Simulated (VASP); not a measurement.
# NaCl (Fm-3m) in VASP: notebook

The runs below take NaCl through relaxation of cell and atoms, with LDA, r2SCAN.

Program: VASP 6.6.1. These are calculated values, not measurements. Logs are shortened: lines on timing, memory, paths and dates and some standing lists are left out, and cuts for length are marked.

## Step 1: The cell of the first run

Symmetry: Fm-3m, No. 225, cubic system. Conventional cell: a = 5.695 Å, b = 5.695 Å, c = 5.695 Å, α = 90.00°, β = 90.00°, γ = 90.00°. Within 3.8 Å of Na (site symmetry m-3m) lie 6 Cl at 2.85 Å. Cl (site symmetry m-3m) has 6 Na at 2.85 Å within 3.8 Å.

## Step 2: Relaxation of cell and atoms, LDA

INCAR

```
SYSTEM = NaCl
ALGO     = Normal         ! electronic algorithm
EDIFF    = 1E-6           ! SCF threshold, eV
EDIFFG   = -0.005         ! ionic threshold
ENCUT    = 600            ! plane-wave cutoff, eV
IBRION   = 2              ! ionic algorithm
ISIF     = 3              ! what is computed and relaxed
ISMEAR   = -1             ! smearing method
LASPH    = .True.         ! aspherical terms in the spheres
LCHARG   = .False.        ! write CHGCAR
LREAL    = .False.        ! projectors in reciprocal space
LWAVE    = .False.        ! write WAVECAR
NELM     = 60             ! most SCF steps
NSW      = 80             ! ionic steps
PREC     = Accurate       ! precision mode
SIGMA    = 0.02           ! smearing width, eV
```

KPOINTS

```
k-points
0
Gamma
  8 8 8
  0 0 0
```

POSCAR

```
NaCl
1.0
    0.0000000000      2.8475812609      2.8475812609
    2.8475812609      0.0000000000      2.8475812609
    2.8475812609      2.8475812609      0.0000000000
Na Cl
1 1
Direct
    0.0000000000      0.0000000000      0.0000000000
    0.5000000000      0.5000000000      0.5000000000
```

Potentials or basis: VASP PAW LDA potentials, release 64 (Na_pv, Cl).

Run with:

```console
cat potpaw_LDA.64/Na_pv/POTCAR potpaw_LDA.64/Cl/POTCAR > POTCAR
mpirun -np 1 vasp_std > vasp.out
```

OUTCAR:

```text
SYSTEM = NaCl
   EDIFF = 1E-6
   EDIFFG = -0.005
   ENCUT = 600
   IBRION = 2
   ISIF = 3
   ISMEAR = -1
   LASPH = .True.
   LREAL = .False.
   NELM = 60
   NSW = 80
   PREC = Accurate

 ion  position               nearest neighbor table
   1  0.000  0.000  0.000-
   2  0.500  0.500  0.500-

  LATTYP: Found a face centered cubic cell.
 ALAT       =     5.6951625218

  Lattice vectors:

 A1 = (   0.0000000000,   2.8475812609,   2.8475812609)
 A2 = (   2.8475812609,   0.0000000000,   2.8475812609)
 A3 = (   2.8475812609,   2.8475812609,   0.0000000000)

Analysis of symmetry for initial positions (statically):
=====================================================================
 Subroutine PRICEL returns:
 Original cell was already a primitive cell.

 Routine SETGRP: Setting up the symmetry group for a
 face centered cubic supercell.

 Subroutine GETGRP returns: Found 48 space group operations
 (whereof 48 operations were pure point group operations)
 out of a pool of 48 trial point group operations.

The static configuration has the point symmetry O_h .

Analysis of symmetry for dynamics (positions and initial velocities):
=====================================================================
 Subroutine PRICEL returns:
 Original cell was already a primitive cell.

 Routine SETGRP: Setting up the symmetry group for a
 face centered cubic supercell.

 Subroutine GETGRP returns: Found 48 space group operations
 (whereof 48 operations were pure point group operations)
 out of a pool of 48 trial point group operations.

The dynamic configuration has the point symmetry O_h .

 Subroutine INISYM returns: Found 48 space group operations
 (whereof 48 operations are pure point group operations),
 and found     1 'primitive' translations

----------------------------------------------------------------------------------------

                                     Primitive cell

  volume of cell :      46.1805

  direct lattice vectors                    reciprocal lattice vectors
     0.000000000  2.847581261  2.847581261    -0.175587614  0.175587614  0.175587614
     2.847581261  0.000000000  2.847581261     0.175587614 -0.175587614  0.175587614
     2.847581261  2.847581261  0.000000000     0.175587614  0.175587614 -0.175587614

  length of vectors
     4.027088039  4.027088039  4.027088039     0.304126669  0.304126669  0.304126669

  position of ions in fractional coordinates (direct lattice)
     0.000000000  0.000000000  0.000000000
     0.500000000  0.500000000  0.500000000

  ion indices of the primitive-cell ions
   primitive index   ion index
                 1           1
[... 99 lines left out ...]
   LHFCALC =     F    Hartree Fock is set to
   AEXX    =    0.0000 exact exchange contribution
   IVDW    =     0    specifies the selected vdW correction
   LEPSILON=     F    determine dielectric tensor
   LRPA    =     F    only Hartree local field effects (RPA)
 conjugate gradient relaxation of ions
 non-spin polarized calculation
  energy-cutoff  :      600.00
  volume of cell :       46.18
 maximum number of plane-waves:      1572
   NGX = 17   NGY = 17   NGZ = 17

--------------------------------------- Ionic step        1  -------------------------------------------

 number of electron      14.0000006 magnetization

 Free energy of the ion-electron system (eV)
  ---------------------------------------------------
  ext. energy  EPLUGINS =         0.00000000
  ---------------------------------------------------
  free energy    TOTEN  =        -7.33417269 eV

  energy without entropy =       -7.33417269  energy(sigma->0) =       -7.33417269

------------------------ aborting loop because EDIFF is reached ----------------------------------------

  FORCE on cell =-STRESS in cart. coord.  units (eV):
  Direction    XX          YY          ZZ          XY          YZ          ZX
  --------------------------------------------------------------------------------------
  -------------------------------------------------------------------------------------
  Total       -0.8509313     -0.8509313     -0.8509313      0.0000000      0.0000000      0.0000000
  in kB      -29.5220646    -29.5220646    -29.5220646      0.0000000      0.0000000      0.0000000
  external PRESSURE =     -29.5220646 kB  Pullay stress =       0.0000000 kB
[... 23 lines left out ...]
--------------------------------------- Ionic step        2  -------------------------------------------

 number of electron      13.9999996 magnetization

 E-fermi :  -0.3144     XC(G=0):  -8.8642

 val. band max:       -0.7531991193   @ k =   0.0000   0.0000   0.0000
 cond. band min:       4.0719564688   @ k =   0.0000   0.0000   0.0000
 fundamental gap:      4.8251555881
 Fermi energy:        -0.3143585304

 k-point     1 :       0.0000    0.0000    0.0000
  band No.  band energies     occupation
      1     -21.4715      2.00000
      2     -21.4715      2.00000
      3     -21.4715      2.00000
      4     -13.4151      2.00000
      5      -0.7532      2.00000
      6      -0.7532      2.00000
      7      -0.7532      2.00000
      8       4.0720      0.00000
      9      10.1251      0.00000
     10      10.1251      0.00000
     11      10.1251      0.00000
[... 387 lines left out ...]
  FREE ENERGIE OF THE ION-ELECTRON SYSTEM (eV)
  ---------------------------------------------------
  free  energy   TOTEN  =        -7.3833156391 eV

  energy  without entropy=       -7.3833156390  energy(sigma->0) =       -7.38331564

[... ionic steps 4 to 10 ...]

--------------------------------------- Ionic step       11  -------------------------------------------

 number of electron      14.0000002 magnetization

------------------------ aborting loop because EDIFF is reached ----------------------------------------
[... 67 lines left out ...]
--------------------------------------- Ionic step       13  -------------------------------------------

 number of electron      14.0000002 magnetization

 Free energy of the ion-electron system (eV)
  ---------------------------------------------------
  ext. energy  EPLUGINS =         0.00000000
  ---------------------------------------------------
  free energy    TOTEN  =        -7.38989528 eV

  energy without entropy =       -7.38989528  energy(sigma->0) =       -7.38989528

 E-fermi :   0.0315     XC(G=0):  -9.1285

 val. band max:       -0.3718005848   @ k =   0.0000   0.0000   0.0000
 cond. band min:       4.7002306390   @ k =   0.0000   0.0000   0.0000
 fundamental gap:      5.0720312238
 Fermi energy:         0.0315059069

 k-point     1 :       0.0000    0.0000    0.0000
  band No.  band energies     occupation
      1     -21.0021      2.00000
      2     -21.0021      2.00000
      3     -21.0021      2.00000
      4     -13.1895      2.00000
      5      -0.3718      2.00000
      6      -0.3718      2.00000
      7      -0.3718      2.00000
      8       4.7002      0.00000
      9      10.5561      0.00000
     10      10.5561      0.00000
     11      10.5561      0.00000
[... 351 lines left out ...]
  FREE ENERGIE OF THE ION-ELECTRON SYSTEM (eV)
  ---------------------------------------------------
  free  energy   TOTEN  =        -7.3898952845 eV

  energy  without entropy=       -7.3898952845  energy(sigma->0) =       -7.38989528

 reached required accuracy - stopping structural energy minimisation
```

CONTCAR:

```text
NaCl
   1.00000000000000
     0.0000000000000000    2.7340746089664756    2.7340746089664756
     2.7340746089664756   -0.0000000000000000    2.7340746089664756
     2.7340746089664756    2.7340746089664756    0.0000000000000000
  Na              Cl
     1     1
Direct
     0.0000000000000000    0.0000000000000000    0.0000000000000000
     0.5000000000000000    0.5000000000000000    0.5000000000000000

  0.00000000E+00  0.00000000E+00  0.00000000E+00
  0.00000000E+00  0.00000000E+00  0.00000000E+00
```

It took 64 s on 1 thread of Oxide Virtual Turin-like, shared host; peak memory 0.13 GiB.

Results:

* Free energy: -7.3899 eV
* Relaxed volume: 20.44 Å³/atom
* Relaxed cell: a = 3.867 Å, b = 3.867 Å, c = 3.867 Å, α = 60.00°, β = 60.00°, γ = 60.00°
* Space group after relaxing (to 0.05 Å): Fm-3m (No. 225)
* Energy gained by relaxing: 27.9 meV/atom
* Ionic steps: 13
* Pressure after relaxing: 0.0 GPa
* Band gap on the k mesh: 5.07 eV, direct

Step by step:
```csv
step,energy change (eV),largest force (eV/Å),pressure (GPa),volume (Å³)
1,0.0000,0.0000,-2.95,46.18
2,-0.0412,0.0000,-1.82,43.39
3,-0.0491,0.0000,1.19,39.24
4,-0.0557,0.0000,0.12,40.75
5,-0.0557,0.0000,-0.11,40.92
6,-0.0557,0.0000,-0.11,40.92
7,-0.0557,0.0000,-0.06,40.91
8,-0.0557,0.0000,-0.07,40.91
9,-0.0557,0.0000,-0.08,40.91
10,-0.0557,0.0000,-0.08,40.91
11,-0.0557,0.0000,-0.10,40.90
12,-0.0557,0.0000,-0.05,40.89
13,-0.0557,0.0000,-0.03,40.88
```

Final structure:
```cif
data_structure
_symmetry_space_group_name_H-M 'P 1'
_symmetry_Int_Tables_number 1
_cell_length_a 3.8666
_cell_length_b 3.8666
_cell_length_c 3.8666
_cell_angle_alpha 60.000
_cell_angle_beta 60.000
_cell_angle_gamma 60.000
_cell_volume 40.88
loop_
_atom_site_label
_atom_site_type_symbol
_atom_site_fract_x
_atom_site_fract_y
_atom_site_fract_z
_atom_site_occupancy
Na1 Na 0.00000 0.00000 0.00000 1
Cl1 Cl 0.50000 0.50000 0.50000 1
```

## Step 3: Relaxation of cell and atoms, r2SCAN

POSCAR is that of step 2.

INCAR.step1

```
SYSTEM = NaCl
ALGO = Normal ; EDIFF = 1E-4
ENCUT = 600 ; GGA = PE
ISMEAR = -1 ; LASPH = .True.
LCHARG = .False. ; LREAL = .False.
LWAVE = .True. ; NELM = 100
PREC = Accurate ; SIGMA = 0.02
```

INCAR.step2

```
SYSTEM = NaCl
ALGO = Normal ; EDIFF = 1E-7
EDIFFG = -0.005 ; ENCUT = 600
IBRION = 2 ; ISIF = 3
ISMEAR = -1 ; ISTART = 1
LASPH = .True. ; LCHARG = .False.
LMIXTAU = .True. ; LREAL = .False.
LWAVE = .False. ; METAGGA = R2SCAN
NELM = 100 ; NSW = 80
PREC = Accurate ; SIGMA = 0.02
```

KPOINTS is that of step 2.

Potentials or basis: VASP PAW PBE potentials, release 64 (Na_pv, Cl).

Run with:

```console
cat potpaw_PBE.64/Na_pv/POTCAR potpaw_PBE.64/Cl/POTCAR > POTCAR
cp INCAR.step1 INCAR
mpirun -np 1 vasp_std > vasp.out
cp INCAR.step2 INCAR
mpirun -np 1 vasp_std > vasp.out
```

Run time: 7.2 min. Hardware: 1 thread of Oxide Virtual Turin-like, shared host; peak memory 0.16 GiB.

It converged, with:

- Free energy: -13.7921 eV
- Relaxed volume: 21.88 Å³/atom
- Relaxed cell: a = 3.956 Å, b = 3.956 Å, c = 3.956 Å, α = 60.00°, β = 60.00°, γ = 60.00°
- Space group after relaxing (to 0.05 Å): Fm-3m (No. 225)
- Energy gained by relaxing: 5.7 meV/atom
- Ionic steps: 5
- Pressure after relaxing: 0.0 GPa
- Band gap on the k mesh: 6.02 eV, direct

The path:
| step | energy change (eV) | largest force (eV/Å) | pressure (GPa) | volume (Å³) |
| --- | --- | --- | --- | --- |
| 1 | 0.0000 | 0.0000 | -1.35 | 46.18 |
| 2 | -0.0086 | 0.0000 | -0.70 | 44.89 |
| 3 | -0.0111 | 0.0000 | -0.24 | 44.12 |
| 4 | -0.0090 | 0.0000 | 0.80 | 42.60 |
| 5 | -0.0115 | 0.0000 | -0.01 | 43.76 |

Final structure:
```
Na Cl
1.0
     0.00000    2.79697    2.79697
     2.79697    0.00000    2.79697
     2.79697    2.79697    0.00000
Na Cl
1 1
Direct
  0.00000 0.00000 0.00000
  0.50000 0.50000 0.50000
```

Levels at points of the mesh, in eV from the valence-band top:
```
           k point  band 5  band 6  band 7  band 8  band 9  band 10
(0.00, 0.00, 0.00)    0.00    0.00    0.00    6.02   11.78    11.78
(0.50, 0.00, 0.00)   -2.00   -0.29   -0.29    7.99   11.82    11.83
(0.50, 0.50, 0.00)   -1.75   -0.63   -0.63    8.52    8.59    12.39
```

Caveat: the PAW data sets were made with another functional, which shifts forces and pressure a little.
